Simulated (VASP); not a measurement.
# MgO (Fm-3m) in VASP: notebook

MgO is run at these levels: PBE; tasks: G0W0 quasiparticle levels.

Everything below comes from runs of VASP 6.6.1. Logs are shortened: lines on timing, memory, paths and dates and some standing lists are left out, and cuts for length are marked.

**1. The cell of the first run**

It takes space group Fm-3m (No. 225, cubic). The conventional cell has a = 4.211 Å, b = 4.211 Å, c = 4.211 Å, α = 90.00°, β = 90.00°, γ = 90.00°. Within 2.8 Å of Mg (site symmetry m-3m) lie 6 O at 2.11 Å. O (site symmetry m-3m) has 6 Mg at 2.11 Å within 2.8 Å.

**2. G0W0 quasiparticle levels, PBE**

POSCAR reads:

```
MgO
1.0
    0.0000000000      2.1055000000      2.1055000000
    2.1055000000      0.0000000000      2.1055000000
    2.1055000000      2.1055000000      0.0000000000
Mg O
1 1
Direct
    0.0000000000      0.0000000000      0.0000000000
    0.5000000000      0.5000000000      0.5000000000
```

INCAR.step1 reads:

```
SYSTEM = MgO
PREC     = Accurate       ! precision mode
ENCUT    = 500            ! plane-wave cutoff, eV
EDIFF    = 1E-8           ! SCF threshold, eV
ISMEAR   = 0              ! smearing method
SIGMA    = 0.01           ! smearing width, eV
LREAL    = .FALSE.        ! projectors in reciprocal space
LASPH    = .TRUE.         ! aspherical terms in the spheres
NELM     = 60             ! most SCF steps
ALGO     = Normal         ! electronic algorithm
LWAVE    = .TRUE.         ! write WAVECAR
LCHARG   = .FALSE.        ! write CHGCAR
GGA      = PE             ! functional
```

INCAR.step2 reads:

```
SYSTEM = MgO
PREC     = Accurate       ! precision mode
ENCUT    = 500            ! plane-wave cutoff, eV
EDIFF    = 1E-8           ! SCF threshold, eV
ISMEAR   = 0              ! smearing method
SIGMA    = 0.01           ! smearing width, eV
LREAL    = .FALSE.        ! projectors in reciprocal space
LASPH    = .TRUE.         ! aspherical terms in the spheres
NELM     = 1              ! most SCF steps
ALGO     = Exact          ! electronic algorithm
LWAVE    = .TRUE.         ! write WAVECAR
LCHARG   = .FALSE.        ! write CHGCAR
GGA      = PE             ! functional
NBANDS   = 184            ! bands
LOPTICS  = .TRUE.         ! frequency-dependent dielectric function
ISTART   = 1
```

INCAR.step3 reads:

```
SYSTEM = MgO
PREC     = Accurate       ! precision mode
ENCUT    = 500            ! plane-wave cutoff, eV
EDIFF    = 1E-8           ! SCF threshold, eV
ISMEAR   = 0              ! smearing method
SIGMA    = 0.01           ! smearing width, eV
LREAL    = .FALSE.        ! projectors in reciprocal space
LASPH    = .TRUE.         ! aspherical terms in the spheres
ALGO     = EVGW0          ! electronic algorithm
LWAVE    = .FALSE.        ! write WAVECAR
LCHARG   = .FALSE.        ! write CHGCAR
GGA      = PE             ! functional
NELMGW   = 1            
NBANDS   = 184            ! bands
ENCUTGW  = 180.0          ! cutoff of the response function
NOMEGA   = 48             ! frequency points
PRECFOCK = Fast         
ISTART   = 1            
NBANDSGW = 12
```

KPOINTS reads:

```
Automatic mesh
0
G
  2 2 2
  0 0 0
```

Potentials or basis: VASP PAW PBE potentials, release 64 (Mg_GW, O_GW).

Started as:

```
$ cat potpaw_PBE.64/Mg_GW/POTCAR potpaw_PBE.64/O_GW/POTCAR > POTCAR
$ cp INCAR.step1 INCAR
$ mpirun -np 1 vasp_std > vasp.out
$ cp INCAR.step2 INCAR
$ mpirun -np 1 vasp_std > vasp.out
$ cp INCAR.step3 INCAR
$ mpirun -np 1 vasp_std > vasp.out
```

OUTCAR:

```text
SYSTEM = MgO
   PREC = Accurate
   ENCUT = 500
   EDIFF = 1E-8
   ISMEAR = 0
   LREAL = .FALSE.
   LASPH = .TRUE.
   GGA = PE
   NELMGW = 1
   ENCUTGW = 180.0
   PRECFOCK = Fast
   ISTART = 1

 ion  position               nearest neighbor table
   1  0.000  0.000  0.000-   2 2.11   2 2.11   2 2.11   2 2.11   2 2.11   2 2.11
   2  0.500  0.500  0.500-   1 2.11   1 2.11   1 2.11   1 2.11   1 2.11   1 2.11

  LATTYP: Found a face centered cubic cell.
 ALAT       =     4.2110000000

  Lattice vectors:

 A1 = (   0.0000000000,   2.1055000000,   2.1055000000)
 A2 = (   2.1055000000,   0.0000000000,   2.1055000000)
 A3 = (   2.1055000000,   2.1055000000,   0.0000000000)

Analysis of symmetry for initial positions (statically):
=====================================================================
 Subroutine PRICEL returns:
 Original cell was already a primitive cell.

 Routine SETGRP: Setting up the symmetry group for a
 face centered cubic supercell.

 Subroutine GETGRP returns: Found 48 space group operations
 (whereof 48 operations were pure point group operations)
 out of a pool of 48 trial point group operations.

The static configuration has the point symmetry O_h .

Analysis of symmetry for dynamics (positions and initial velocities):
=====================================================================
 Subroutine PRICEL returns:
 Original cell was already a primitive cell.

 Routine SETGRP: Setting up the symmetry group for a
 face centered cubic supercell.

 Subroutine GETGRP returns: Found 48 space group operations
 (whereof 48 operations were pure point group operations)
 out of a pool of 48 trial point group operations.

The dynamic configuration has the point symmetry O_h .

 Subroutine INISYM returns: Found 48 space group operations
 (whereof 48 operations are pure point group operations),
 and found     1 'primitive' translations

----------------------------------------------------------------------------------------

                                     Primitive cell

  volume of cell :      18.6679

  direct lattice vectors                    reciprocal lattice vectors
     0.000000000  2.105500000  2.105500000    -0.237473284  0.237473284  0.237473284
     2.105500000  0.000000000  2.105500000     0.237473284 -0.237473284  0.237473284
     2.105500000  2.105500000  0.000000000     0.237473284  0.237473284 -0.237473284

  length of vectors
     2.977626656  2.977626656  2.977626656     0.411315794  0.411315794  0.411315794

  position of ions in fractional coordinates (direct lattice)
     0.000000000  0.000000000  0.000000000
     0.500000000  0.500000000  0.500000000

  ion indices of the primitive-cell ions
   primitive index   ion index
                 1           1
                 2           2

----------------------------------------------------------------------------------------

 KPOINTS: Automatic mesh

Automatic generation of k-mesh.
 Grid dimensions read from file:
 generate k-points for:    2    2    2

 Generating k-lattice:

  Cartesian coordinates                     Fractional coordinates (reciprocal lattice)
    -0.118736642  0.118736642  0.118736642     0.500000000  0.000000000  0.000000000
     0.118736642 -0.118736642  0.118736642     0.000000000  0.500000000  0.000000000
     0.118736642  0.118736642 -0.118736642     0.000000000  0.000000000  0.500000000

  Length of vectors
     0.205657897  0.205657897  0.205657897

  Shift w.r.t. Gamma in fractional coordinates (k-lattice)
     0.000000000  0.000000000  0.000000000

 Subroutine IBZKPT returns following result:
 ===========================================

 Found      3 irreducible k-points:

 Following reciprocal coordinates:
            Coordinates               Weight
  0.000000  0.000000  0.000000      1.000000
  0.500000  0.000000  0.000000      4.000000
  0.500000  0.500000  0.000000      3.000000
   k-points           NKPTS =      3   k-points in BZ     NKDIM =      8   number of bands    NBANDS=    184
   number of dos      NEDOS =    301   number of ions     NIONS =      2
   total plane-waves  NPLWV =  13824
   dimension x,y,z NGX =    24 NGY =   24 NGZ =   24
   dimension x,y,z NGXF=    48 NGYF=   48 NGZF=   48
   ions per type =               1   1
   NGX,Y,Z   is equivalent  to a cutoff of  13.40, 13.40, 13.40 a.u.
   NGXF,Y,Z  is equivalent  to a cutoff of  26.80, 26.80, 26.80 a.u.
 SYSTEM =  MgO
   PREC   = accura    normal or accurate (medium, high low for compatibility)
   ISTART =      1    job   : 0-new  1-cont  2-samecut
   ICHARG =      0    charge: 1-file 2-atom 10-const
   ISPIN  =      1    spin polarized calculation?
   LNONCOLLINEAR =      F non collinear calculations
   LSORBIT =      F    spin-orbit coupling
   LASPH  =      T    aspherical Exc in radial PAW
   ENCUT  =  500.0 eV  36.75 Ry    6.06 a.u.   5.43  5.43  5.43*2*pi/ulx,y,z
   NELM   =     60;   NELMIN=  2; NELMDL=  0     # of ELM steps
   EDIFF  = 0.1E-07   stopping-criterion for ELM
   LREAL  =      F    real-space projection
   EDIFFG = 0.1E-06   stopping-criterion for IOM
   NSW    =      0    number of steps for IOM
   IBRION =     -1    ionic relax: 0-MD 1-quasi-New 2-CG
   NFREE  =      0    steps in history (QN), initial steepest desc. (CG)
   ISIF   =      0    stress and relaxation
   ISYM   =      3    0-nonsym 1-usesym 2-fastsym
   POTIM  = 0.5000    time-step for ionic-motion
   TEBEG  =    0.0;   TEEND  =   0.0 temperature during run
   PSTRESS=    0.0 pullay stress
   NELECT =       8.0000    total number of electrons
   NUPDOWN=      -1.0000    fix difference up-down
   EMIN   =  10.00;   EMAX   =-10.00  energy-range for DOS
   EFERMI =   0.00;   METHOD = LEGACY
   ISMEAR =     0;   SIGMA  =   0.01  broadening in eV -4-tet -1-fermi 0-gaus
   EFERMI_NEDOS =   21; number of points for ismear=-14 and -15
   IALGO  =     38    algorithm
   IMIX   =      4    mixing-type and parameters
     AMIX     =   0.40;   BMIX     =  1.00
     AMIX_MAG =   1.60;   BMIX_MAG =  1.00
  volume/ion in A,a.u.               =       9.33        62.99
  Fermi-wavevector in a.u.,A,eV,Ry     =   1.234259  2.332411 20.727046  1.523395
  Thomas-Fermi vector in A             =   2.368956
   LORBIT       =      0    0 simple, 1 ext, 2 COOP (PROOUT), +10 PAW based schemes
   GGA     = PE    functional components
   LHFCALC =     T    Hartree Fock is set to
   PRECFOCK=fast      Normal, Fast or Accurate (Low or Medium for compatibility)
   ENCUT4O =  -1.0   cutoff for four orbital integrals eV
   NKREDX  =     1    reduce k-point grid by
   NKREDY  =     1    reduce k-point grid by
   NKREDZ  =     1    reduce k-point grid by
   AEXX    =    1.0000 exact exchange contribution
   HFSCREEN=    0.0000 screening length (either q_TF or 0.3 A-1)
   HFSCREENC=   0.0000 screening length for correlation (either q_TF or 0.3 A-1)
   ENCUTFOCK=  -1.0 apply spherical cutoff to Coloumb kernel
   IVDW    =     0    specifies the selected vdW correction
   LEPSILON=     F    determine dielectric tensor
   LRPA    =     F    only Hartree local field effects (RPA)
   LRPAFORCE           =     F    calculate RPA forces
   ENCUTGW             = 180.0    cutoff for response function in eV
   ENCUTGWSOFT         = 144.0    soft cutoff for Coulomb kernel in GW response function in eV
   ENCUTLF             =  -1.0    cutoff for local field effects
   NELMGW              =     1    number of iterations in solving QP/BSE equation
   NELMHF              =     1    number of iterations in the inner HF iteration
   NKREDLFX            =     1    NKREDLFY  =   1   NKREDLFZ  =   1
 non-spin polarized calculation
 Gauss-broadening in eV      SIGMA  =   0.01
  energy-cutoff  :      500.00
  volume of cell :       18.67
 maximum number of plane-waves:       476
 NGX is ok and might be reduce to    24
  NGX = 12; NGY = 12; NGZ = 12
   NGX = 11   NGY = 11   NGZ = 11
 maximum number of plane-waves:       113

 QP shifts <psi_nk| G(iteration)W_0 |psi_nk>: iteration 1
 for sc-GW calculations column KS-energies equals QP-energies in previous step
 and V_xc(KS)=  KS-energies - (<T + V_ion + V_H > + <T+V_H+V_ion>^1  + <V_x>^1)

 k-point   1 :       0.0000    0.0000    0.0000
  band No.  KS-energies  QP-energies   sigma(KS)   V_xc(KS)     V^pw_x(r,r')   Z            occupation Imag(sigma)

      1     -13.6537     -16.2234     -21.3444     -18.0055     -29.7069       0.7696       2.0000       1.2360
      2       3.6850       2.4127     -21.3379     -19.6833     -25.9711       0.7690       2.0000       0.2008
      3       3.6850       2.4127     -21.3379     -19.6833     -25.9711       0.7690       2.0000       0.2008
      4       3.6850       2.4127     -21.3379     -19.6833     -25.9711       0.7690       2.0000       0.2008
      5       8.1678       8.9930     -11.0954     -12.1429      -6.4959       0.7877       0.0000      -0.1784
      6      19.0813      19.6998      -8.1146      -8.8994      -2.8153       0.7880       0.0000      -0.1770
      7      19.0813      19.6998      -8.1146      -8.8994      -2.8153       0.7880       0.0000      -0.1770
      8      19.0813      19.6998      -8.1146      -8.8994      -2.8153       0.7880       0.0000      -0.1770
      9      23.0907      22.9589      -7.7436      -7.5740      -1.4619       0.7772       0.0000      -0.7386
     10      24.7501      25.6573      -8.6454      -9.8061      -3.1631       0.7816       0.0000      -0.2101
     11      24.7501      25.6573      -8.6454      -9.8061      -3.1631       0.7816       0.0000      -0.2101
     12      27.2693      28.3393      -8.0950      -9.3913      -1.8157       0.8255       0.0000      -0.7377

 k-point   2 :       0.5000    0.0000    0.0000
  band No.  KS-energies  QP-energies   sigma(KS)   V_xc(KS)     V^pw_x(r,r')   Z            occupation Imag(sigma)

      1     -12.3161     -14.6078     -22.7092     -19.4248     -30.9710       0.6977       2.0000       1.0827
      2      -1.1346      -2.8480     -16.8193     -14.5475     -21.1768       0.7542       2.0000       0.2156
      3       3.0010       1.6397     -20.7348     -18.9544     -25.3627       0.7646       2.0000       0.2171
      4       3.0010       1.6397     -20.7348     -18.9544     -25.3627       0.7646       2.0000       0.2171
      5      11.2647      11.8798      -9.2951     -10.0790      -4.3781       0.7846       0.0000      -0.1608
      6      16.1992      17.5062     -13.9744     -15.6745      -8.8727       0.7688       0.0000      -0.2303
      7      19.5116      20.3469      -8.1534      -9.2082      -2.8491       0.7919       0.0000      -0.1791
      8      19.5116      20.3469      -8.1534      -9.2082      -2.8491       0.7919       0.0000      -0.1791
      9      24.1112      24.6980      -7.4107      -8.1504      -1.3801       0.7932       0.0000      -0.5852
     10      25.8613      26.6755      -9.3515     -10.4281      -3.1294       0.7563       0.0000      -0.5299
     11      25.8613      26.6755      -9.3515     -10.4281      -3.1294       0.7563       0.0000      -0.5299
     12      31.8658      32.7322      -9.3750     -10.5429      -3.1162       0.7419       0.0000      -0.7262

 k-point   3 :       0.5000    0.5000    0.0000
  band No.  KS-energies  QP-energies   sigma(KS)   V_xc(KS)     V^pw_x(r,r')   Z            occupation Imag(sigma)

      1     -12.0409     -14.4186     -23.0518     -19.7807     -31.2760       0.7269       2.0000       1.0938
      2      -0.5795      -2.3085     -17.2709     -14.9960     -21.6574       0.7600       2.0000       0.2063
      3       2.2681       0.8217     -19.9449     -18.0417     -24.5446       0.7600       2.0000       0.2115
      4       2.2681       0.8217     -19.9449     -18.0417     -24.5446       0.7600       2.0000       0.2115
      5      12.4359      12.8139      -7.8736      -8.3484      -2.9064       0.7961       0.0000      -0.1480
      6      13.2245      14.0358      -8.5006      -9.5313      -3.5282       0.7871       0.0000      -0.1577
      7      16.6850      17.9024     -13.5962     -15.2067      -8.3598       0.7559       0.0000      -0.2249
      8      22.3234      23.5541     -10.7797     -12.3784      -4.7725       0.7698       0.0000      -0.4111
      9      22.3234      23.5541     -10.7797     -12.3784      -4.7725       0.7698       0.0000      -0.4111
     10      28.6235      29.9230      -9.9235     -11.5628      -3.8605       0.7927       0.0000      -0.5946
     11      30.0854      31.2392      -8.8634     -10.3349      -3.2041       0.7841       0.0000      -0.2885
     12      34.0310      34.5808      -7.6759      -8.3863      -1.4597       0.7739       0.0000      -0.7151
```

It took 5.9 s on 1 thread of Intel Xeon 6975P-C (Granite Rapids), shared host; peak memory 0.14 GiB.

Results:

| Item | Value |
| --- | --- |
| Band gap on the k mesh, mean-field level | 4.48 eV, direct |
| Quasiparticle gap | 6.58 eV |
| Least direct quasiparticle gap | 6.58 eV |

Caveat: the k points lie up to 1.29 Å⁻¹ apart; bands, screening cutoff and mesh are small and nothing is extrapolated, so the quasiparticle values aren't converged.

(Continued in part 2 of 2.)
